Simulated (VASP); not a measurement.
# Mg3O2 (R-3c) in VASP: notebook, part 2 of 2

VASP 6.6.1. Earlier steps stand in the parts before.

**4. Relaxation of cell and atoms, PBE**

This run uses another cell than the first one, of 14.47 Å³/atom, 1.154 times its volume.

Input file INCAR:

```
SYSTEM = Mg3O2
ALGO = Normal
EDIFF = 1E-6
EDIFFG = -0.04
ENCUT = 600
GGA = PE
IBRION = 2
ISIF = 3
ISMEAR = 0
LASPH = .True.
LCHARG = .False.
LREAL = .False.
LWAVE = .False.
NELM = 100
NSW = 90
PREC = Accurate
SIGMA = 0.1
```

Input file KPOINTS:

```
k-points
0
Gamma
  6 6 6
  0 0 0
```

Input file POSCAR:

```
Mg3O2
1.0
    2.8415886566      1.6405919758      5.1721180781
   -2.8415886566      1.6405919758      5.1721180781
    0.0000000000     -3.2811839517      5.1721180781
Mg O
6 4
Direct
    0.0562500000      0.4437500000      0.7500000000
    0.7500000000      0.0562500000      0.4437500000
    0.4437500000      0.7500000000      0.0562500000
    0.9437500000      0.5562500000      0.2500000000
    0.2500000000      0.9437500000      0.5562500000
    0.5562500000      0.2500000000      0.9437500000
    0.8521800000      0.8521800000      0.8521800000
    0.6478200000      0.6478200000      0.6478200000
    0.1478200000      0.1478200000      0.1478200000
    0.3521800000      0.3521800000      0.3521800000
```

Potentials or basis: VASP PAW PBE potentials, release 64 (Mg, O).

Launch:

```bash
> cat potpaw_PBE.64/Mg/POTCAR potpaw_PBE.64/O/POTCAR > POTCAR
> mpirun -np 1 vasp_std > vasp.out
```

OUTCAR:

```text
SYSTEM = Mg3O2
   EDIFF = 1E-6
   EDIFFG = -0.04
   ENCUT = 600
   GGA = PE
   IBRION = 2
   ISIF = 3
   ISMEAR = 0
   LASPH = .True.
   LREAL = .False.
   NELM = 100
   NSW = 90
   PREC = Accurate

 ion  position               nearest neighbor table
   1  0.056  0.444  0.750-   9 2.21  10 2.21   7 2.35   8 2.35   2 3.01   3 3.01   4 3.13   4 3.13
                             5 3.25   6 3.25   5 3.25   6 3.25   3 3.42   2 3.42   3 3.42   2 3.42
   2  0.750  0.056  0.444-  10 2.21   9 2.21   8 2.35   7 2.35   1 3.01   3 3.01   5 3.13   5 3.13
                             4 3.25   4 3.25   6 3.25   6 3.25   1 3.42   3 3.42   3 3.42   1 3.42
   3  0.444  0.750  0.056-   9 2.21  10 2.21   7 2.35   8 2.35   1 3.01   2 3.01   6 3.13   6 3.13
                             4 3.25   4 3.25   5 3.25   5 3.25   1 3.42   2 3.42   2 3.42   1 3.42
   4  0.944  0.556  0.250-   7 2.21   8 2.21   9 2.35  10 2.35   6 3.01   5 3.01   1 3.13   1 3.13
                             2 3.25   3 3.25   3 3.25   2 3.25   6 3.42   5 3.42   6 3.42   5 3.42
   5  0.250  0.944  0.556-   8 2.21   7 2.21  10 2.35   9 2.35   4 3.01   6 3.01   2 3.13   2 3.13
                             1 3.25   1 3.25   3 3.25   3 3.25   4 3.42   6 3.42   6 3.42   4 3.42
   6  0.556  0.250  0.944-   7 2.21   8 2.21   9 2.35  10 2.35   4 3.01   5 3.01   3 3.13   3 3.13
                             1 3.25   1 3.25   2 3.25   2 3.25   4 3.42   5 3.42   5 3.42   4 3.42
   7  0.852  0.852  0.852-   6 2.21   5 2.21   4 2.21   1 2.35   3 2.35   2 2.35
   8  0.648  0.648  0.648-   5 2.21   6 2.21   4 2.21   1 2.35   2 2.35   3 2.35
   9  0.148  0.148  0.148-   3 2.21   2 2.21   1 2.21   4 2.35   6 2.35   5 2.35
  10  0.352  0.352  0.352-   2 2.21   3 2.21   1 2.21   4 2.35   5 2.35   6 2.35

  LATTYP: Found a trigonal (rhomboedric) cell.
 ALAT       =     6.1251100838
 COS(alpha) =     0.5695481095

  Lattice vectors:

 A1 = (   2.8415886566,   1.6405919758,   5.1721180781)
 A2 = (  -2.8415886566,   1.6405919758,   5.1721180781)
 A3 = (   0.0000000000,  -3.2811839517,   5.1721180781)

Analysis of symmetry for initial positions (statically):
=====================================================================
 Subroutine PRICEL returns:
 Original cell was already a primitive cell.

 Routine SETGRP: Setting up the symmetry group for a
 trigonal (rhombohedral) supercell.

 Subroutine GETGRP returns: Found 12 space group operations
 (whereof  6 operations were pure point group operations)
 out of a pool of 12 trial point group operations.

The static configuration has the point symmetry S_6 .
 The point group associated with its full space group is D_3d.

Analysis of symmetry for dynamics (positions and initial velocities):
=====================================================================
 Subroutine PRICEL returns:
 Original cell was already a primitive cell.

 Routine SETGRP: Setting up the symmetry group for a
 trigonal (rhombohedral) supercell.

 Subroutine GETGRP returns: Found 12 space group operations
 (whereof  6 operations were pure point group operations)
 out of a pool of 12 trial point group operations.

The dynamic configuration has the point symmetry S_6 .
 The point group associated with its full space group is D_3d.

 Subroutine INISYM returns: Found 12 space group operations
 (whereof  6 operations are pure point group operations),
 and found     1 'primitive' translations

----------------------------------------------------------------------------------------

                                     Primitive cell

  volume of cell :     144.6710

  direct lattice vectors                    reciprocal lattice vectors
     2.841588657  1.640591976  5.172118078     0.175957910  0.101589346  0.064448129
    -2.841588657  1.640591976  5.172118078    -0.175957910  0.101589346  0.064448129
[... 31 lines left out ...]

 KPOINTS: k-points

Automatic generation of k-mesh.
 Grid dimensions read from file:
 generate k-points for:    6    6    6

 Generating k-lattice:

  Cartesian coordinates                     Fractional coordinates (reciprocal lattice)
     0.029326318  0.016931558  0.010741355     0.166666667  0.000000000  0.000000000
    -0.029326318  0.016931558  0.010741355     0.000000000  0.166666667  0.000000000
     0.000000000 -0.033863115  0.010741355     0.000000000  0.000000000  0.166666667

  Length of vectors
     0.035525868  0.035525868  0.035525868

  Shift w.r.t. Gamma in fractional coordinates (k-lattice)
     0.000000000  0.000000000  0.000000000

 Subroutine IBZKPT returns following result:
 ===========================================

 Found     32 irreducible k-points:

 Following reciprocal coordinates:
            Coordinates               Weight
  0.000000  0.000000  0.000000      1.000000
  0.166667  0.000000  0.000000      6.000000
  0.333333 -0.000000  0.000000      6.000000
  0.500000 -0.000000  0.000000      3.000000
  0.166667  0.166667  0.000000      6.000000
  0.333333  0.166667  0.000000     12.000000
[... 16 lines left out ...]
  0.500000  0.500000  0.166667      6.000000
 -0.333333  0.500000  0.166667     12.000000
 [... further k-points ...]
   k-points           NKPTS =     32   k-points in BZ     NKDIM =     32   number of bands    NBANDS=     24
   number of dos      NEDOS =    301   number of ions     NIONS =     10
   total plane-waves  NPLWV = 125000
   dimension x,y,z NGX =    50 NGY =   50 NGZ =   50
   dimension x,y,z NGXF=   100 NGYF=  100 NGZF=  100
   ions per type =               6   4
   NGX,Y,Z   is equivalent  to a cutoff of  13.57, 13.57, 13.57 a.u.
   NGXF,Y,Z  is equivalent  to a cutoff of  27.14, 27.14, 27.14 a.u.
 SYSTEM =  Mg3O2
   PREC   = accura    normal or accurate (medium, high low for compatibility)
   ISTART =      0    job   : 0-new  1-cont  2-samecut
   ICHARG =      2    charge: 1-file 2-atom 10-const
   ISPIN  =      1    spin polarized calculation?
   LNONCOLLINEAR =      F non collinear calculations
   LSORBIT =      F    spin-orbit coupling
   LASPH  =      T    aspherical Exc in radial PAW
   ENCUT  =  600.0 eV  44.10 Ry    6.64 a.u.  12.23 12.23 12.23*2*pi/ulx,y,z
   NELM   =    100;   NELMIN=  2; NELMDL= -5     # of ELM steps
   EDIFF  = 0.1E-05   stopping-criterion for ELM
   LREAL  =      F    real-space projection
   EDIFFG = -.4E-01   stopping-criterion for IOM
   NSW    =     90    number of steps for IOM
   IBRION =      2    ionic relax: 0-MD 1-quasi-New 2-CG
   NFREE  =      1    steps in history (QN), initial steepest desc. (CG)
   ISIF   =      3    stress and relaxation
   ISYM   =      2    0-nonsym 1-usesym 2-fastsym
   POTIM  = 0.5000    time-step for ionic-motion
   TEBEG  =    0.0;   TEEND  =   0.0 temperature during run
   PSTRESS=    0.0 pullay stress
   NELECT =      36.0000    total number of electrons
   NUPDOWN=      -1.0000    fix difference up-down
   EMIN   =  10.00;   EMAX   =-10.00  energy-range for DOS
   EFERMI =   0.00;   METHOD = LEGACY
   ISMEAR =     0;   SIGMA  =   0.10  broadening in eV -4-tet -1-fermi 0-gaus
   EFERMI_NEDOS =   21; number of points for ismear=-14 and -15
   IALGO  =     38    algorithm
   IMIX   =      4    mixing-type and parameters
     AMIX     =   0.40;   BMIX     =  1.00
     AMIX_MAG =   1.60;   BMIX_MAG =  1.00
  volume/ion in A,a.u.               =      14.47        97.63
  Fermi-wavevector in a.u.,A,eV,Ry     =   1.029711  1.945871 14.426310  1.060304
  Thomas-Fermi vector in A             =   2.163772
   LORBIT       =      0    0 simple, 1 ext, 2 COOP (PROOUT), +10 PAW based schemes
   GGA     = PE    functional components
   LHFCALC =     F    Hartree Fock is set to
   AEXX    =    0.0000 exact exchange contribution
   IVDW    =     0    specifies the selected vdW correction
   LEPSILON=     F    determine dielectric tensor
   LRPA    =     F    only Hartree local field effects (RPA)
 conjugate gradient relaxation of ions
 non-spin polarized calculation
 Gauss-broadening in eV      SIGMA  =   0.10
  energy-cutoff  :      600.00
  volume of cell :      144.67
 maximum number of plane-waves:      4850
 NGX is ok and might be reduce to    50
   NGX = 25   NGY = 25   NGZ = 25

--------------------------------------- Ionic step        1  -------------------------------------------

 number of electron      35.9999999 magnetization

 Free energy of the ion-electron system (eV)
  ---------------------------------------------------
  ext. energy  EPLUGINS =         0.00000000
  ---------------------------------------------------
  free energy    TOTEN  =       -44.59730225 eV

  energy without entropy =      -44.58417557  energy(sigma->0) =      -44.59073891

 E-fermi :   4.6857     XC(G=0):  -9.4336

 val. band max:        4.6818192660   @ k =   0.5000   0.5000   0.0000
 cond. band min:       4.7040462759   @ k =  -0.3333   0.5000   0.1667
 fundamental gap:      0.0222270099
 Fermi energy:         4.6856914512
[... 1656 lines left out ...]
--------------------------------------- Ionic step        9  -------------------------------------------

 number of electron      35.9999999 magnetization

 Free energy of the ion-electron system (eV)
  ---------------------------------------------------
  ext. energy  EPLUGINS =         0.00000000
  ---------------------------------------------------
  free energy    TOTEN  =       -46.30375950 eV

  energy without entropy =      -46.30374669  energy(sigma->0) =      -46.30375310

 E-fermi :   5.4045     XC(G=0): -10.0199

 val. band max:        5.1692159379   @ k =  -0.1667   0.1667   0.0000
 cond. band min:       5.6245064552   @ k =   0.5000   0.5000   0.0000
 fundamental gap:      0.4552905172
 Fermi energy:         5.4044748216
[... 685 lines left out ...]
  FREE ENERGIE OF THE ION-ELECTRON SYSTEM (eV)
  ---------------------------------------------------
  free  energy   TOTEN  =       -46.3037595038 eV

  energy  without entropy=      -46.3037466903  energy(sigma->0) =      -46.30375310

 reached required accuracy - stopping structural energy minimisation
```

It took 10 min on 1 thread of Intel Xeon Platinum 8488C (Sapphire Rapids), shared host; peak memory 0.43 GiB.

What came out:

```yaml
Free_energy: -46.3038 eV
Relaxed_volume: 12.45 Å³/atom
Relaxed_cell: a = 6.017 Å, b = 6.017 Å, c = 6.017 Å, α = 51.86°, β = 51.86°, γ = 51.86°
Space_group_after_relaxing_to_0.05_Å: R-3c (No. 167)
Energy_gained_by_relaxing: 170.6 meV/atom
Ionic_steps: 9
Pressure_after_relaxing: 0.0 GPa
Largest_force_after_relaxing: 0.011 eV/Å
Band_gap_on_the_k_mesh: 0.46 eV, indirect (least direct gap 0.81 eV)
```

Forces on the atoms (eV/Å):
```
Mg  -0.008  0.000  0.000
Mg   0.004 -0.007  0.000
Mg   0.004  0.007  0.000
Mg   0.008  0.000  0.000
Mg  -0.004  0.007  0.000
Mg  -0.004 -0.007  0.000
O    0.000  0.000 -0.011
O    0.000  0.000  0.011
O    0.000  0.000  0.011
O    0.000  0.000 -0.011
```

The path:
| step | energy change (eV) | largest force (eV/Å) | pressure (GPa) | volume (Å³) |
| --- | --- | --- | --- | --- |
| 1 | 0.0000 | 1.1287 | -7.17 | 144.67 |
| 2 | -0.7873 | 1.3170 | -1.83 | 131.51 |
| 3 | -1.0563 | 1.2947 | 6.90 | 118.98 |
| 4 | -1.4846 | 0.5464 | 6.64 | 117.81 |
| 5 | -1.5568 | 0.1227 | 6.77 | 117.10 |
| 6 | -1.7052 | 0.0810 | 0.19 | 124.26 |
| 7 | -1.7053 | 0.0818 | 0.04 | 124.45 |
| 8 | -1.7062 | 0.0426 | 0.01 | 124.50 |
| 9 | -1.7065 | 0.0112 | 0.00 | 124.53 |

Final structure:
```cif
data_structure
_symmetry_space_group_name_H-M 'P 1'
_symmetry_Int_Tables_number 1
_cell_length_a 6.0168
_cell_length_b 6.0168
_cell_length_c 6.0168
_cell_angle_alpha 51.859
_cell_angle_beta 51.859
_cell_angle_gamma 51.859
_cell_volume 124.53
loop_
_atom_site_label
_atom_site_type_symbol
_atom_site_fract_x
_atom_site_fract_y
_atom_site_fract_z
_atom_site_occupancy
Mg1 Mg 0.07771 0.42229 0.75000 1
Mg2 Mg 0.75000 0.07771 0.42229 1
Mg3 Mg 0.42229 0.75000 0.07771 1
Mg4 Mg 0.92229 0.57771 0.25000 1
Mg5 Mg 0.25000 0.92229 0.57771 1
Mg6 Mg 0.57771 0.25000 0.92229 1
O1 O 0.83605 0.83605 0.83605 1
O2 O 0.66395 0.66395 0.66395 1
O3 O 0.16395 0.16395 0.16395 1
O4 O 0.33605 0.33605 0.33605 1
```

Levels at points of the mesh, in eV from the valence-band top:
```csv
k point,band 15,band 16,band 17,band 18,band 19,band 20,band 21,band 22
"(0.00, 0.00, 0.00)",-4.43,-4.26,-3.51,-0.29,1.77,1.77,3.37,3.81
"(0.50, 0.00, 0.00)",-4.38,-4.38,-0.68,-0.68,1.98,1.98,2.69,2.69
"(0.50, 0.50, 0.00)",-4.54,-4.22,-0.52,-0.35,0.46,1.19,2.57,2.88
"(0.50, 0.50, 0.50)",-4.70,-4.70,-1.36,-1.36,2.55,2.55,2.55,2.55
```

A k mesh can miss the band edges. PBE gaps usually lie below the measured ones, often by a third to a half.

**5. Single point, PBE**

This run uses another cell than the first one, of 14.47 Å³/atom, 1.154 times its volume.

Input file INCAR:

```
SYSTEM = Mg3O2
PREC     = Accurate       ! precision mode
ENCUT    = 520            ! plane-wave cutoff, eV
EDIFF    = 1E-6           ! SCF threshold, eV
ISMEAR   = 0              ! smearing method
SIGMA    = 0.1            ! smearing width, eV
LREAL    = .FALSE.        ! projectors in reciprocal space
LASPH    = .TRUE.         ! aspherical terms in the spheres
NELM     = 100            ! most SCF steps
ALGO     = Normal         ! electronic algorithm
ISIF     = 2              ! what is computed and relaxed
LWAVE    = .FALSE.        ! write WAVECAR
LCHARG   = .FALSE.        ! write CHGCAR
GGA      = PE             ! functional
NBANDS   = 29             ! bands
```

Input file KPOINTS:

```
Automatic mesh
0
G
  6 6 6
  0 0 0
```

POSCAR is that of step 4.

Launch:

```bash
> cat potpaw_PBE.64/Mg/POTCAR potpaw_PBE.64/O/POTCAR > POTCAR
> mpirun -np 1 vasp_std > vasp.out
```

It took 1.7 min on 1 thread of AMD EPYC 9R45 (Zen 5), shared host; peak memory 0.34 GiB.

The run converged. Its results:

- Free energy: -44.5892 eV
- Pressure: -7.1 GPa
- Largest force: 1.129 eV/Å
- Band gap on the k mesh: zero (band 18 reaches 4.94 eV, above the bottom of band 19 at 4.25 eV)

Forces on the atoms (eV/Å):
```
Mg   0.562  0.000  0.000
Mg  -0.281  0.487  0.000
Mg  -0.281 -0.487  0.000
Mg  -0.562  0.000  0.000
Mg   0.281 -0.487  0.000
Mg   0.281  0.487  0.000
O    0.000  0.000 -1.129
O    0.000  0.000  1.129
O    0.000  0.000  1.129
O    0.000  0.000 -1.129
```

Stress tensor (GPa, compression positive):
```
-8.38  0.00  0.00
 0.00 -8.38  0.00
 0.00  0.00 -4.47
```

Levels at points of the mesh, in eV from the Fermi level:
```csv
k point,band 16,band 17,band 18,band 19,band 20,band 21
"(0.00, 0.00, 0.00)",-4.59,-4.04,0.20,0.85,0.85,2.24
"(0.50, 0.00, 0.00)",-4.76,-1.06,-1.06,1.15,1.15,1.75
"(0.50, 0.50, 0.00)",-4.72,-0.58,-0.55,-0.43,0.00,1.87
"(0.50, 0.50, 0.50)",-4.96,-1.47,-1.47,1.67,1.67,1.67
```

Caveat: forces of over 1 eV/Å act on the atoms, so gaps and moduli don't describe the material at rest.

**6. Single point, PBE, collinear spin, ferromagnetic start**

This run uses another cell than the first one, of 14.47 Å³/atom, 1.154 times its volume.

Input file INCAR:

```
SYSTEM = Mg3O2
  ALGO = Normal
  EDIFF = 1E-6
  ENCUT = 520
  GGA = PE
  ISIF = 2
  ISMEAR = 0
  ISPIN = 2
  LASPH = .TRUE.
  LCHARG = .FALSE.
  LORBIT = 11
  LREAL = .FALSE.
  LWAVE = .FALSE.
  MAGMOM = 0 0 0 0 0 0 1 1 1 1
  NBANDS = 33
  NELM = 150
  PREC = Accurate
  SIGMA = 0.1
```

Input file KPOINTS:

```
k-points
0
G
  6 6 6
  0 0 0
```

POSCAR is that of step 5.

Potentials or basis: VASP PAW PBE potentials, release 64 (Mg, O).

Launch:

```bash
> cat potpaw_PBE.64/Mg/POTCAR potpaw_PBE.64/O/POTCAR > POTCAR
> mpirun -np 1 vasp_std > vasp.out
```

Run time: 3.5 min. Hardware: 1 thread of Intel Xeon 6975P-C (Granite Rapids), shared host; peak memory 0.51 GiB.

Results (log left out):

```
Free energy                                           : -44.5892 eV
Pressure                                              : -7.0 GPa
Largest force                                         : 1.127 eV/Å
Band gap on the k mesh                                : zero (filled and empty bands overlap)
Net moment                                            : 0.00 μB per cell
Valence electrons inside the program's atomic spheres : Mg 0.31; O 4.96
```

Forces on the atoms (eV/Å):
```
Mg   0.562  0.000  0.000
Mg  -0.281  0.487  0.000
Mg  -0.281 -0.487  0.000
Mg  -0.562  0.000  0.000
Mg   0.281 -0.487  0.000
Mg   0.281  0.487  0.000
O    0.000  0.000 -1.127
O    0.000  0.000  1.127
O    0.000  0.000  1.127
O    0.000  0.000 -1.127
```

Stress tensor (GPa, compression positive):
```
-8.35  0.00  0.00
 0.00 -8.35  0.00
 0.00  0.00 -4.43
```

Levels at points of the mesh, in eV from the Fermi level:
Spin up:
```csv
k point,band 14,band 15,band 16,band 17,band 18,band 19,band 20,band 21,band 22,band 23
"(0.00, 0.00, 0.00)",-4.85,-4.85,-4.59,-4.04,0.20,0.85,0.85,2.24,2.24,3.18
"(0.50, 0.00, 0.00)",-4.87,-4.76,-4.76,-1.06,-1.06,1.15,1.15,1.75,1.75,2.46
"(0.50, 0.50, 0.00)",-4.93,-4.85,-4.72,-0.58,-0.55,-0.43,0.00,1.87,1.97,2.78
"(0.50, 0.50, 0.50)",-5.03,-4.96,-4.96,-1.47,-1.47,1.67,1.67,1.67,1.67,2.59
```
Spin down:
| k point | band 16 | band 17 | band 18 | band 19 | band 20 | band 21 |
| --- | --- | --- | --- | --- | --- | --- |
| (0.00, 0.00, 0.00) | -4.59 | -4.04 | 0.20 | 0.85 | 0.85 | 2.24 |
| (0.50, 0.00, 0.00) | -4.76 | -1.06 | -1.06 | 1.15 | 1.15 | 1.75 |
| (0.50, 0.50, 0.00) | -4.72 | -0.58 | -0.55 | -0.43 | 0.00 | 1.87 |
| (0.50, 0.50, 0.50) | -4.96 | -1.47 | -1.47 | 1.67 | 1.67 | 1.67 |

Caveat: forces of over 1 eV/Å act on the atoms, so gaps and moduli don't describe the material at rest.

**7. Overview**

| task | spin | cell | k mesh | cutoff (eV) | smearing | gap on the mesh (eV) | pressure (GPa) | largest force (eV/Å) |
| --- | --- | --- | --- | --- | --- | --- | --- | --- |
| single point | off | a = 6.034 Å, angles 51.8°, 10 atoms | 12 × 12 × 12 | 520 | gaussian 0.02 eV | 0.43 | -0.5 | 0.01 |
| single point | off | a = 6.030 Å, angles 51.9°, 10 atoms | 6 × 6 × 6 | 520 | gaussian 0.1 eV | 0.44 | -0.4 | 0.01 |
| relaxation of cell and atoms | off | relaxed from a = 6.125 Å, angles 55.3°, 10 atoms | 6 × 6 × 6 | 600 | gaussian 0.1 eV | 0.46 | 0.0 | 0.01 |
| single point | off | a = 6.125 Å, angles 55.3°, 10 atoms | 6 × 6 × 6 | 520 | gaussian 0.1 eV | none | -7.1 | 1.13 |
| single point | collinear, ferromagnetic start | a = 6.125 Å, angles 55.3°, 10 atoms | 6 × 6 × 6 | 520 | gaussian 0.1 eV | none | -7.0 | 1.13 |

Alike in all rows: level PBE; potentials or basis VASP PAW PBE potentials, release 64 (Mg, O).

Caveats: forces of over 1 eV/Å act on the atoms, so gaps and moduli don't describe the material at rest (some runs).

Total energies depend on the potentials used, so only differences within one code and one set of settings carry meaning.
